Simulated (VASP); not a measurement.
# Sc2Si2Au7 (C2/m) in VASP: single point with PBE

Aim: the single point of Sc2Si2Au7 with PBE.

All numbers are computed with VASP 6.6.1; they aren't measurements. Logs are shortened: lines on timing, memory, paths and dates and some standing lists are left out, and cuts for length are marked.

## 1. The cell of the first run

It takes space group C2/m (No. 12, monoclinic). The conventional cell has a = 10.067 Å, b = 9.164 Å, c = 5.115 Å, α = 90.00°, β = 120.00°, γ = 90.00°. Within 3.3 Å of Au (site symmetry 1) lie 2 Si at 2.47 to 2.99 Å and 6 Au at 2.85 to 3.04 Å and 3 Sc at 2.92 to 2.99 Å. Au (site symmetry 2/m) has 2 Si at 2.57 Å and 6 Au at 2.87 to 3.16 Å and 4 Sc at 3.22 Å within 3.4 Å. Within 3.2 Å of Au (site symmetry m) lie 2 Si at 2.46 to 3.07 Å and 6 Au at 2.84 to 3.16 Å and 2 Sc at 2.98 Å. Sc (site symmetry 2) has 10 Au at 2.92 to 3.22 Å and 2 Si at 3.01 Å within 3.8 Å. Within 3.2 Å of Si (site symmetry m) lie 7 Au at 2.46 to 3.07 Å and 2 Sc at 3.01 Å.

## 2. Single point, PBE

File INCAR:

```
  PREC = Accurate
  ENCUT = 520
  EDIFF = 1E-6
  ISMEAR = 1
  SIGMA = 0.0868
  LREAL = F
  LASPH = T
  NELM = 80
  ALGO = Normal
  ISIF = 2
  LWAVE = F
  LCHARG = F
  GGA = PE
  NBANDS = 64
```

File KPOINTS:

```
regular mesh
0
Gamma
  3 3 4
```

File POSCAR:

```
Sc2Si2Au7
1.0
    5.0164519932      4.5818114060     -0.4167777801
    5.0164519932     -4.5818114060     -0.4167777801
    2.1819506975      0.0000000000     -4.6267942929
Au Sc Si
7 2 2
Direct
    0.5637604903      0.1041231208      0.6652151733
    0.8958768792      0.4362395097      0.3347848267
    0.4362395097      0.8958768792      0.3347848267
    0.1041231208      0.5637604903      0.6652151733
    0.0000000000      0.0000000000      0.5000000000
    0.6455208170      0.6455208170     -0.0195903273
    0.3544791830      0.3544791830      1.0195903273
    0.2140654365      0.7859345635      0.0000000000
    0.7859345635      0.2140654365      0.0000000000
    0.2351770782      0.2351770782      0.5728916329
    0.7648229218      0.7648229218      0.4271083671
```

Potentials or basis: VASP PAW PBE potentials, release 64 (Au, Sc_sv, Si).

On the command line:

```console
cat potpaw_PBE.64/Au/POTCAR potpaw_PBE.64/Sc_sv/POTCAR potpaw_PBE.64/Si/POTCAR > POTCAR
mpirun -np 1 vasp_std > vasp.out
```

OUTCAR:

```text
PREC = Accurate
   ENCUT = 520
   EDIFF = 1E-6
   ISMEAR = 1
   LREAL = F
   LASPH = T
   NELM = 80
   ISIF = 2
   GGA = PE

 ion  position               nearest neighbor table
   1  0.564  0.104  0.665-  10 2.47   7 2.85   5 2.87   2 2.90   8 2.92   3 2.95   9 2.98   3 2.99
                            11 2.99   9 2.99   6 3.04
   2  0.896  0.436  0.335-  11 2.47   6 2.85   5 2.87   1 2.90   8 2.92   4 2.95   9 2.98   4 2.99
                            10 2.99   9 2.99   7 3.04
   3  0.436  0.896  0.335-  11 2.47   6 2.85   5 2.87   4 2.90   9 2.92   1 2.95   8 2.98   1 2.99
                            10 2.99   8 2.99   7 3.04
   4  0.104  0.564  0.665-  10 2.47   7 2.85   5 2.87   3 2.90   9 2.92   2 2.95   8 2.98   2 2.99
                            11 2.99   8 2.99   6 3.04
   5  0.000  0.000  0.500-  10 2.57  11 2.57   3 2.87   4 2.87   1 2.87   2 2.87   6 3.16   7 3.16
                             8 3.22   9 3.22   8 3.22   9 3.22
   6  0.646  0.646  0.980-  11 2.46   7 2.84   2 2.85   3 2.85   9 2.98   8 2.98   1 3.04   4 3.04
                            11 3.07   5 3.16
   7  0.354  0.354  0.020-  10 2.46   6 2.84   4 2.85   1 2.85   8 2.98   9 2.98   2 3.04   3 3.04
                            10 3.07   5 3.16
   8  0.214  0.786  0.000-   1 2.92   2 2.92   3 2.98   4 2.98   6 2.98   7 2.98   4 2.99   3 2.99
                            11 3.01  10 3.01   5 3.22   5 3.22
   9  0.786  0.214  0.000-   3 2.92   4 2.92   1 2.98   2 2.98   6 2.98   7 2.98   1 2.99   2 2.99
                            11 3.01  10 3.01   5 3.22   5 3.22
  10  0.235  0.235  0.573-   7 2.46   4 2.47   1 2.47   5 2.57   3 2.99   2 2.99   9 3.01   8 3.01
                             7 3.07
  11  0.765  0.765  0.427-   6 2.46   2 2.47   3 2.47   5 2.57   4 2.99   1 2.99   8 3.01   9 3.01
                             6 3.07

  LATTYP: Found a base centered monoclinic cell.
 ALAT       =    10.0674712452
 B/A-ratio  =     0.9102209074
 C/A-ratio  =     0.5081196403
 COS(beta)  =    -0.4999615286

  Lattice vectors:

 A1 = (  -5.0164519932,  -4.5818114060,   0.4167777801)
 A2 = (  -5.0164519932,   4.5818114060,   0.4167777801)
 A3 = (   2.1819506975,   0.0000000000,  -4.6267942929)

Analysis of symmetry for initial positions (statically):
=====================================================================
 Subroutine PRICEL returns:
 Original cell was already a primitive cell.

 Routine SETGRP: Setting up the symmetry group for a
 base centered monoclinic supercell.

 Subroutine GETGRP returns: Found  4 space group operations
 (whereof  4 operations were pure point group operations)
 out of a pool of  4 trial point group operations.

The static configuration has the point symmetry C_2h.

Analysis of symmetry for dynamics (positions and initial velocities):
=====================================================================
 Subroutine PRICEL returns:
 Original cell was already a primitive cell.

 Routine SETGRP: Setting up the symmetry group for a
 base centered monoclinic supercell.

 Subroutine GETGRP returns: Found  4 space group operations
 (whereof  4 operations were pure point group operations)
 out of a pool of  4 trial point group operations.

The dynamic configuration has the point symmetry C_2h.

 Subroutine INISYM returns: Found  4 space group operations
 (whereof  4 operations are pure point group operations),
 and found     1 'primitive' translations

----------------------------------------------------------------------------------------

                                     Primitive cell

  volume of cell :     204.3552

  direct lattice vectors                    reciprocal lattice vectors
     5.016451993  4.581811406 -0.416777780     0.103736513  0.109127146  0.048921119
     5.016451993 -4.581811406 -0.416777780     0.103736513 -0.109127146  0.048921119
     2.181950698  0.000000000 -4.626794293    -0.018688997  0.000000000 -0.224945914

  length of vectors
     6.806723887  6.806723887  5.115479868     0.158313846  0.158313846  0.225720940

  position of ions in fractional coordinates (direct lattice)
     0.563760490  0.104123121  0.665215173
     0.895876879  0.436239510  0.334784827
     0.436239510  0.895876879  0.334784827
     0.104123121  0.563760490  0.665215173
     0.000000000  0.000000000  0.500000000
     0.645520817  0.645520817  0.980409673
     0.354479183  0.354479183  0.019590327
     0.214065437  0.785934563  0.000000000
     0.785934563  0.214065437  0.000000000
     0.235177078  0.235177078  0.572891633
     0.764822922  0.764822922  0.427108367

  ion indices of the primitive-cell ions
   primitive index   ion index
                 1           1
                 2           2
                 3           3
                 4           4
                 5           5
                 6           6
                 7           7
                 8           8
                 9           9
                10          10
                11          11

----------------------------------------------------------------------------------------

 KPOINTS: regular mesh

Automatic generation of k-mesh.
 Grid dimensions read from file:
 generate k-points for:    3    3    4

 Generating k-lattice:

  Cartesian coordinates                     Fractional coordinates (reciprocal lattice)
     0.034578838  0.036375715  0.016307040     0.333333333  0.000000000  0.000000000
     0.034578838 -0.036375715  0.016307040     0.000000000  0.333333333  0.000000000
    -0.004672249  0.000000000 -0.056236478     0.000000000  0.000000000  0.250000000

  Length of vectors
     0.052771282  0.052771282  0.056430235

  Shift w.r.t. Gamma in fractional coordinates (k-lattice)
     0.000000000  0.000000000  0.000000000

 Subroutine IBZKPT returns following result:
 ===========================================

 Found     14 irreducible k-points:

 Following reciprocal coordinates:
            Coordinates               Weight
  0.000000  0.000000  0.000000      1.000000
  0.333333  0.000000  0.000000      4.000000
  0.333333  0.333333  0.000000      2.000000
 -0.333333  0.333333  0.000000      2.000000
  0.000000  0.000000  0.250000      2.000000
  0.333333 -0.000000  0.250000      4.000000
 -0.333333 -0.000000  0.250000      4.000000
  0.333333  0.333333  0.250000      2.000000
 -0.333333  0.333333  0.250000      4.000000
 -0.333333 -0.333333  0.250000      2.000000
  0.000000  0.000000  0.500000      1.000000
  0.333333  0.000000  0.500000      4.000000
  0.333333  0.333333  0.500000      2.000000
 -0.333333  0.333333  0.500000      2.000000
   k-points           NKPTS =     14   k-points in BZ     NKDIM =     14   number of bands    NBANDS=     64
   number of dos      NEDOS =    301   number of ions     NIONS =     11
   total plane-waves  NPLWV = 116640
   dimension x,y,z NGX =    54 NGY =   54 NGZ =   40
   dimension x,y,z NGXF=   108 NGYF=  108 NGZF=   80
   ions per type =               7   2   2
   NGX,Y,Z   is equivalent  to a cutoff of  13.19, 13.19, 13.00 a.u.
   NGXF,Y,Z  is equivalent  to a cutoff of  26.38, 26.38, 26.00 a.u.
 SYSTEM =  unknown system
   PREC   = accura    normal or accurate (medium, high low for compatibility)
   ISTART =      0    job   : 0-new  1-cont  2-samecut
   ICHARG =      2    charge: 1-file 2-atom 10-const
   ISPIN  =      1    spin polarized calculation?
   LNONCOLLINEAR =      F non collinear calculations
   LSORBIT =      F    spin-orbit coupling
   LASPH  =      T    aspherical Exc in radial PAW
   ENCUT  =  520.0 eV  38.22 Ry    6.18 a.u.  12.66 12.66  9.51*2*pi/ulx,y,z
   NELM   =     80;   NELMIN=  2; NELMDL= -5     # of ELM steps
   EDIFF  = 0.1E-05   stopping-criterion for ELM
   LREAL  =      F    real-space projection
   EDIFFG = 0.1E-04   stopping-criterion for IOM
   NSW    =      0    number of steps for IOM
   IBRION =     -1    ionic relax: 0-MD 1-quasi-New 2-CG
   NFREE  =      0    steps in history (QN), initial steepest desc. (CG)
   ISIF   =      2    stress and relaxation
   ISYM   =      2    0-nonsym 1-usesym 2-fastsym
   POTIM  = 0.5000    time-step for ionic-motion
   TEBEG  =    0.0;   TEEND  =   0.0 temperature during run
   PSTRESS=    0.0 pullay stress
   NELECT =     107.0000    total number of electrons
   NUPDOWN=      -1.0000    fix difference up-down
   EMIN   =  10.00;   EMAX   =-10.00  energy-range for DOS
   EFERMI =   0.00;   METHOD = LEGACY
   ISMEAR =     1;   SIGMA  =   0.09  broadening in eV -4-tet -1-fermi 0-gaus
   EFERMI_NEDOS =   21; number of points for ismear=-14 and -15
   IALGO  =     38    algorithm
   IMIX   =      4    mixing-type and parameters
     AMIX     =   0.40;   BMIX     =  1.00
     AMIX_MAG =   1.60;   BMIX_MAG =  1.00
  volume/ion in A,a.u.               =      18.58       125.37
  Fermi-wavevector in a.u.,A,eV,Ry     =   1.319494  2.493483 23.688629  1.741065
  Thomas-Fermi vector in A             =   2.449388
   LORBIT       =      0    0 simple, 1 ext, 2 COOP (PROOUT), +10 PAW based schemes
   GGA     = PE    functional components
   LHFCALC =     F    Hartree Fock is set to
   AEXX    =    0.0000 exact exchange contribution
   IVDW    =     0    specifies the selected vdW correction
   LEPSILON=     F    determine dielectric tensor
   LRPA    =     F    only Hartree local field effects (RPA)
 non-spin polarized calculation
 Methfessel and Paxton  Order N= 1 SIGMA  =   0.09
  energy-cutoff  :      520.00
  volume of cell :      204.36
 maximum number of plane-waves:      5555
 NGX is ok and might be reduce to    50
   NGX = 25   NGY = 25   NGZ = 19

 number of electron     106.9999997 magnetization

 Free energy of the ion-electron system (eV)
  ---------------------------------------------------
  ext. energy  EPLUGINS =         0.00000000
  ---------------------------------------------------
  free energy    TOTEN  =       -50.35329051 eV

  energy without entropy =      -50.35492174  energy(sigma->0) =      -50.35383425

 E-fermi :   7.8046     XC(G=0): -11.5558

 val. band max:        7.7960151083   @ k =   0.3333  -0.0000   0.2500
 cond. band min:       7.9204160446   @ k =  -0.3333  -0.0000   0.2500
 fundamental gap:      0.1244009363
 Fermi energy:         7.8045672784

 k-point     1 :       0.0000    0.0000    0.0000
  band No.  band energies     occupation
      1     -42.2831      2.00000
      2     -42.2820      2.00000
      3     -20.9391      2.00000
      4     -20.9216      2.00000
      5     -20.9010      2.00000
      6     -20.9005      2.00000
[... 56 lines left out ...]
     63      10.0199      0.00000
     64      10.0662      0.00000

 k-point     2 :       0.3333    0.0000    0.0000
  band No.  band energies     occupation
      1     -42.2830      2.00000
      2     -42.2821      2.00000
      3     -20.9383      2.00000
      4     -20.9225      2.00000
      5     -20.9016      2.00000
      6     -20.9000      2.00000
[... 56 lines left out ...]
     63      10.2305      0.00000
     64      10.4351      0.00000

 k-point     3 :       0.3333    0.3333    0.0000
  band No.  band energies     occupation
      1     -42.2830      2.00000
      2     -42.2822      2.00000
      3     -20.9392      2.00000
      4     -20.9217      2.00000
      5     -20.9022      2.00000
      6     -20.8995      2.00000
[... 726 lines left out ...]
     63       9.8908      0.00000
     64      10.4712      0.00000

 k-point    14 :      -0.3333    0.3333    0.5000
  band No.  band energies     occupation
      1     -42.2829      2.00000
      2     -42.2821      2.00000
      3     -20.9378      2.00000
      4     -20.9225      2.00000
      5     -20.9028      2.00000
      6     -20.8997      2.00000
[... 56 lines left out ...]
     63      10.0184      0.00000
     64      10.5265      0.00000

------------------------ aborting loop because EDIFF is reached ----------------------------------------

  FORCE on cell =-STRESS in cart. coord.  units (eV):
  Direction    XX          YY          ZZ          XY          YZ          ZX
  --------------------------------------------------------------------------------------
  -------------------------------------------------------------------------------------
  Total       -0.0619396     -0.1846937     -0.1464703      0.0000000      0.0000000     -0.0170198
  in kB       -0.4856161     -1.4480276     -1.1483503      0.0000000      0.0000000     -0.1334381
  external PRESSURE =      -1.0273313 kB  Pullay stress =       0.0000000 kB

 VOLUME and BASIS-vectors are now :
 -----------------------------------------------------------------------------
  energy-cutoff  :      520.00
  volume of cell :      204.36
      direct lattice vectors                 reciprocal lattice vectors
     5.016451993  4.581811406 -0.416777780     0.103736513  0.109127146  0.048921119
     5.016451993 -4.581811406 -0.416777780     0.103736513 -0.109127146  0.048921119
     2.181950698  0.000000000 -4.626794293    -0.018688997  0.000000000 -0.224945914

 POSITION                                       TOTAL-FORCE (eV/Angst)
 -----------------------------------------------------------------------------------
      4.80187      2.10597     -3.35617         0.003908     -0.000259     -0.004071
      7.41298      2.10597     -2.10418        -0.003908     -0.000259      0.004071
      7.41298     -2.10597     -2.10418        -0.003908      0.000259      0.004071
      4.80187     -2.10597     -3.35617         0.003908      0.000259     -0.004071
      1.09098      0.00000     -2.31340         0.000000      0.000000      0.000000
      8.61565      0.00000     -5.07423         0.008767      0.000000     -0.005192
      3.59920      0.00000     -0.38612        -0.008767      0.000000      0.005192
      5.01645     -2.62020     -0.41678         0.000000     -0.005813      0.000000
      5.01645      2.62020     -0.41678         0.000000      0.005813      0.000000
      3.60953      0.00000     -2.84668        -0.001674      0.000000     -0.001572
      8.60532      0.00000     -2.61366         0.001674      0.000000      0.001572
 -----------------------------------------------------------------------------------
    total drift:                               -0.000000     -0.000000     -0.000000

  FREE ENERGIE OF THE ION-ELECTRON SYSTEM (eV)
  ---------------------------------------------------
  free  energy   TOTEN  =       -50.3532905052 eV

  energy  without entropy=      -50.3549217373  energy(sigma->0) =      -50.35383425
```

Wall time 3 min (1 thread of Intel Xeon Platinum 8488C (Sapphire Rapids), shared host); peak memory 0.41 GiB.

What came out:

```
Free energy   : -50.3533 eV
Pressure      : -0.1 GPa
Largest force : 0.010 eV/Å
```

Forces in eV/Å, atoms in the order of the input:
```
Au   0.004  0.000 -0.004
Au  -0.004  0.000  0.004
Au  -0.004  0.000  0.004
Au   0.004  0.000 -0.004
Au   0.000  0.000  0.000
Au   0.009  0.000 -0.005
Au  -0.009  0.000  0.005
Sc   0.000 -0.006  0.000
Sc   0.000  0.006  0.000
Si  -0.002  0.000 -0.002
Si   0.002  0.000  0.002
```

Stress tensor (GPa, compression positive):
```
-0.05  0.00 -0.01
 0.00 -0.14  0.00
-0.01  0.00 -0.11
```

Levels at points of the mesh, in eV from the Fermi level:
```
           k point  band 52  band 53  band 54  band 55  band 56  band 57
(0.00, 0.00, 0.00)    -1.01    -0.37    -0.23     0.19     0.39     1.10
(0.00, 0.00, 0.50)    -0.37    -0.36    -0.15     0.79     1.16     1.58
```

Caveat: spin-orbit coupling is left out, which moves the levels of the heavy elements.
